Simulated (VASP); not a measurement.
# BaO (Fm-3m) in VASP: single point with HSE06

Aim: the single point of BaO with HSE06.

Program: VASP 6.6.1. These are calculated values, not measurements. Logs are shortened: lines on timing, memory, paths and dates and some standing lists are left out, and cuts for length are marked.

### 1 The cell of the first run

The structure is cubic, space group Fm-3m (No. 225). Conventional cell: a = 5.544 Å, b = 5.544 Å, c = 5.544 Å, α = 90.00°, β = 90.00°, γ = 90.00°. Within 3.7 Å of Ba (site symmetry m-3m) lie 6 O at 2.77 Å. O (site symmetry m-3m) has 6 Ba at 2.77 Å within 3.7 Å.

### 2 Single point, HSE06, non-collinear spin, zero start, spin-orbit coupling

POSCAR

```
BaO
1.0
    0.0000000000      2.7719418017      2.7719418017
    2.7719418017      0.0000000000      2.7719418017
    2.7719418017      2.7719418017      0.0000000000
Ba O
1 1
Direct
    0.0000000000      0.0000000000      0.0000000000
    0.5000000000      0.5000000000      0.5000000000
```

INCAR.step1

```
PREC = Accurate ; ENCUT = 520
EDIFF = 1E-5 ; ISMEAR = 0
SIGMA = 0.01 ; LREAL = False
LASPH = True ; NELM = 200
ALGO = Normal ; ISIF = 2
LWAVE = True ; MAGMOM = 0 0 0 0 0 0
LORBIT = 11 ; LSORBIT = True
GGA_COMPAT = False ; LORBMOM = True
GGA = PE ; NBANDS = 28
```

INCAR.step2

```
PREC = Accurate ; ENCUT = 520
EDIFF = 1E-6 ; ISMEAR = 0
SIGMA = 0.01 ; LREAL = False
LASPH = True ; NELM = 200
ALGO = Normal ; ISIF = 2
LWAVE = False ; LCHARG = True
MAGMOM = 0 0 0 0 0 0 ; LORBIT = 11
LSORBIT = True ; GGA_COMPAT = False
LORBMOM = True ; GGA = PE
LHFCALC = True ; HFSCREEN = 0.2079
PRECFOCK = Normal ; LVHAR = True
ISTART = 1 ; NBANDS = 28
```

KPOINTS

```
Automatic mesh
0
Gamma
  4 4 4
```

Potentials or basis: VASP PAW PBE potentials, release 64 (Ba_sv, O).

Run with:

```console
cat potpaw_PBE.64/Ba_sv/POTCAR potpaw_PBE.64/O/POTCAR > POTCAR
cp INCAR.step1 INCAR
mpirun -np 1 vasp_ncl > vasp.out
cp INCAR.step2 INCAR
mpirun -np 1 vasp_ncl > vasp.out
```

OUTCAR:

```text
PREC = Accurate
   ENCUT = 520
   EDIFF = 1E-6
   ISMEAR = 0
   LREAL = False
   LASPH = True
   NELM = 200
   ISIF = 2
   LORBIT = 11
   LSORBIT = True
   GGA = PE
   LHFCALC = True
   HFSCREEN = 0.2079
   PRECFOCK = Normal
   ISTART = 1

 ion  position               nearest neighbor table
   1  0.000  0.000  0.000-   2 2.77   2 2.77   2 2.77   2 2.77   2 2.77   2 2.77
   2  0.500  0.500  0.500-   1 2.77   1 2.77   1 2.77   1 2.77   1 2.77   1 2.77

  LATTYP: Found a face centered cubic cell.
 ALAT       =     5.5438836034

  Lattice vectors:

 A1 = (   0.0000000000,   2.7719418017,   2.7719418017)
 A2 = (   2.7719418017,   0.0000000000,   2.7719418017)
 A3 = (   2.7719418017,   2.7719418017,   0.0000000000)

Analysis of symmetry for initial positions (statically):
=====================================================================
 Subroutine PRICEL returns:
 Original cell was already a primitive cell.

 Routine SETGRP: Setting up the symmetry group for a
 face centered cubic supercell.

 Subroutine GETGRP returns: Found 48 space group operations
 (whereof 48 operations were pure point group operations)
 out of a pool of 48 trial point group operations.

The static configuration has the point symmetry O_h .

Analysis of symmetry for dynamics (positions and initial velocities):
=====================================================================
 Subroutine PRICEL returns:
 Original cell was already a primitive cell.

 Routine SETGRP: Setting up the symmetry group for a
 face centered cubic supercell.

 Subroutine GETGRP returns: Found 48 space group operations
 (whereof 48 operations were pure point group operations)
 out of a pool of 48 trial point group operations.

The dynamic configuration has the point symmetry O_h .

Analysis of structural, dynamic, and magnetic symmetry:
=====================================================================
 Subroutine PRICEL returns:
 Original cell was already a primitive cell.

 Routine SETGRP: Setting up the symmetry group for a
 face centered cubic supercell.

 Subroutine GETGRP returns: Found 48 space group operations
 (whereof 48 operations were pure point group operations)
 out of a pool of 48 trial point group operations.

The overall configuration has the point symmetry O_h .

 Subroutine INISYM returns: Found 48 space group operations
 (whereof 48 operations are pure point group operations),
 and found     1 'primitive' translations

----------------------------------------------------------------------------------------

                                     Primitive cell

  volume of cell :      42.5973

  direct lattice vectors                    reciprocal lattice vectors
     0.000000000  2.771941802  2.771941802    -0.180378967  0.180378967  0.180378967
     2.771941802  0.000000000  2.771941802     0.180378967 -0.180378967  0.180378967
     2.771941802  2.771941802  0.000000000     0.180378967  0.180378967 -0.180378967

  length of vectors
     3.920117690  3.920117690  3.920117690     0.312425536  0.312425536  0.312425536

  position of ions in fractional coordinates (direct lattice)
     0.000000000  0.000000000  0.000000000
     0.500000000  0.500000000  0.500000000

  ion indices of the primitive-cell ions
   primitive index   ion index
                 1           1
                 2           2

----------------------------------------------------------------------------------------

 KPOINTS: Automatic mesh

Automatic generation of k-mesh.
 Grid dimensions read from file:
 generate k-points for:    4    4    4

 Generating k-lattice:

  Cartesian coordinates                     Fractional coordinates (reciprocal lattice)
    -0.045094742  0.045094742  0.045094742     0.250000000  0.000000000  0.000000000
     0.045094742 -0.045094742  0.045094742     0.000000000  0.250000000  0.000000000
[... 92 lines left out ...]

 number of electron      15.9999999 magnetization      -0.0000000     -0.0000000     -0.0000000

 Free energy of the ion-electron system (eV)
  ---------------------------------------------------
  ext. energy  EPLUGINS =         0.00000000
  ---------------------------------------------------
  free energy    TOTEN  =       -14.05071067 eV

  energy without entropy =      -14.05071067  energy(sigma->0) =      -14.05071067

 E-fermi :   1.0303     XC(G=0):  -7.9463

 val. band max:        0.9694048787   @ k =   0.5000   0.5000   0.0000
 cond. band min:       4.1616739611   @ k =   0.5000   0.5000   0.0000
 fundamental gap:      3.1922690824
 Fermi energy:         1.0303103726

 k-point     1 :       0.0000    0.0000    0.0000
  band No.  band energies     occupation
      1     -26.5018      1.00000
      2     -26.5018      1.00000
      3     -15.5979      1.00000
      4     -15.5979      1.00000
      5     -11.3534      1.00000
      6     -11.3534      1.00000
[... 237 lines left out ...]
     27      14.3925      0.00000
     28      14.3925      0.00000

------------------------ aborting loop because EDIFF is reached ----------------------------------------

  FORCE on cell =-STRESS in cart. coord.  units (eV):
  Direction    XX          YY          ZZ          XY          YZ          ZX
  --------------------------------------------------------------------------------------
  -------------------------------------------------------------------------------------
  Total        0.2898109      0.2898109      0.2898109      0.0000000      0.0000000     -0.0000000
  in kB       10.9004123     10.9004123     10.9004123      0.0000000      0.0000000     -0.0000000
  external PRESSURE =      10.9004123 kB  Pullay stress =       0.0000000 kB

 VOLUME and BASIS-vectors are now :
 -----------------------------------------------------------------------------
  energy-cutoff  :      520.00
  volume of cell :       42.60
      direct lattice vectors                 reciprocal lattice vectors
     0.000000000  2.771941802  2.771941802    -0.180378967  0.180378967  0.180378967
     2.771941802  0.000000000  2.771941802     0.180378967 -0.180378967  0.180378967
     2.771941802  2.771941802  0.000000000     0.180378967  0.180378967 -0.180378967

 POSITION                                       TOTAL-FORCE (eV/Angst)
 -----------------------------------------------------------------------------------
      0.00000      0.00000      0.00000         0.000000     -0.000000      0.000000
      2.77194      2.77194      2.77194        -0.000000      0.000000     -0.000000
 -----------------------------------------------------------------------------------
    total drift:                                0.000000      0.000000      0.000000

  FREE ENERGIE OF THE ION-ELECTRON SYSTEM (eV)
  ---------------------------------------------------
  free  energy   TOTEN  =       -14.0507106683 eV

  energy  without entropy=      -14.0507106683  energy(sigma->0) =      -14.05071067

 orbital moment (x)

 # of ion     p       d       tot
 ----------------------------------------
  1         0.000  -0.000  -0.000
  2        -0.000   0.000  -0.000
 ----------------------------------------
           -0.000  -0.000  -0.000

 orbital moment (y)

 # of ion     p       d       tot
 ----------------------------------------
  1         0.000  -0.000  -0.000
  2        -0.000   0.000  -0.000
 ----------------------------------------
           -0.000  -0.000  -0.000

 orbital moment (z)

 # of ion     p       d       tot
 ----------------------------------------
  1         0.000  -0.000  -0.000
  2        -0.000   0.000  -0.000
 ----------------------------------------
            0.000  -0.000  -0.000

 Spin-Orbit-Coupling matrix elements

 Ion:    1  E_soc:     -0.3845772
 l=   1
     0.0000000    -0.0639521    -0.0639521
    -0.0639521     0.0000000    -0.0639521
    -0.0639521    -0.0639521     0.0000000
 l=   2
     0.0000000    -0.0000065     0.0000000    -0.0000065    -0.0001376
    -0.0000065     0.0000000    -0.0001032    -0.0000065    -0.0000344
     0.0000000    -0.0001032     0.0000000    -0.0001032     0.0000000
    -0.0000065    -0.0000065    -0.0001032     0.0000000    -0.0000344
    -0.0001376    -0.0000344     0.0000000    -0.0000344     0.0000000
 l=   3
     0.0000000     0.0000000     0.0000000     0.0000000     0.0000000     0.0000000     0.0000000
     0.0000000     0.0000000     0.0000000     0.0000000     0.0000000     0.0000000     0.0000000
     0.0000000     0.0000000     0.0000000     0.0000000     0.0000000     0.0000000     0.0000000
     0.0000000     0.0000000     0.0000000     0.0000000     0.0000000     0.0000000     0.0000000
     0.0000000     0.0000000     0.0000000     0.0000000     0.0000000     0.0000000     0.0000000
     0.0000000     0.0000000     0.0000000     0.0000000     0.0000000     0.0000000     0.0000000
     0.0000000     0.0000000     0.0000000     0.0000000     0.0000000     0.0000000     0.0000000

 Ion:    2  E_soc:     -0.0005395
 l=   1
     0.0000000    -0.0000899    -0.0000899
    -0.0000899     0.0000000    -0.0000899
    -0.0000899    -0.0000899     0.0000000
 l=   2
     0.0000000     0.0000000     0.0000000     0.0000000     0.0000000
     0.0000000     0.0000000     0.0000000     0.0000000     0.0000000
     0.0000000     0.0000000     0.0000000     0.0000000     0.0000000
     0.0000000     0.0000000     0.0000000     0.0000000     0.0000000
     0.0000000     0.0000000     0.0000000     0.0000000     0.0000000
 l=   3
     0.0000000     0.0000000     0.0000000     0.0000000     0.0000000     0.0000000     0.0000000
     0.0000000     0.0000000     0.0000000     0.0000000     0.0000000     0.0000000     0.0000000
     0.0000000     0.0000000     0.0000000     0.0000000     0.0000000     0.0000000     0.0000000
     0.0000000     0.0000000     0.0000000     0.0000000     0.0000000     0.0000000     0.0000000
     0.0000000     0.0000000     0.0000000     0.0000000     0.0000000     0.0000000     0.0000000
     0.0000000     0.0000000     0.0000000     0.0000000     0.0000000     0.0000000     0.0000000
     0.0000000     0.0000000     0.0000000     0.0000000     0.0000000     0.0000000     0.0000000

 total charge

# of ion       s       p       d       tot
------------------------------------------
    1        2.013   5.633   0.298   7.944
    2        1.560   3.413   0.000   4.973
--------------------------------------------------
tot          3.573   9.046   0.298  12.917

 magnetization (x)

# of ion       s       p       d       tot
------------------------------------------
    1        0.000   0.000   0.000   0.000
    2        0.000   0.000   0.000   0.000
--------------------------------------------------
tot          0.000   0.000   0.000   0.000

 magnetization (y)

# of ion       s       p       d       tot
------------------------------------------
    1       -0.000   0.000  -0.000  -0.000
    2       -0.000   0.000   0.000  -0.000
--------------------------------------------------
tot         -0.000   0.000  -0.000  -0.000

 magnetization (z)

# of ion       s       p       d       tot
------------------------------------------
    1        0.000   0.000   0.000   0.000
    2       -0.000   0.000   0.000  -0.000
--------------------------------------------------
tot         -0.000   0.000   0.000   0.000
```

Run time: 33 min. Hardware: 1 thread of AMD EPYC 7R13 (Zen 3), shared host; peak memory 0.37 GiB.

What came out:

```yaml
Free_energy: -14.0507 eV
Pressure: 1.1 GPa
Net_moment: 0.00 μB per cell
Valence_electrons_inside_the_program's_atomic_spheres: Ba 7.94; O 4.97
```

Moments on the atoms (μB; x, y, z):
```
Ba  0.00 0.00 0.00
O   0.00 0.00 0.00
```

Caveat: the k points lie up to 0.49 Å⁻¹ apart; the PAW data sets were made with another functional, which shifts forces and pressure a little.
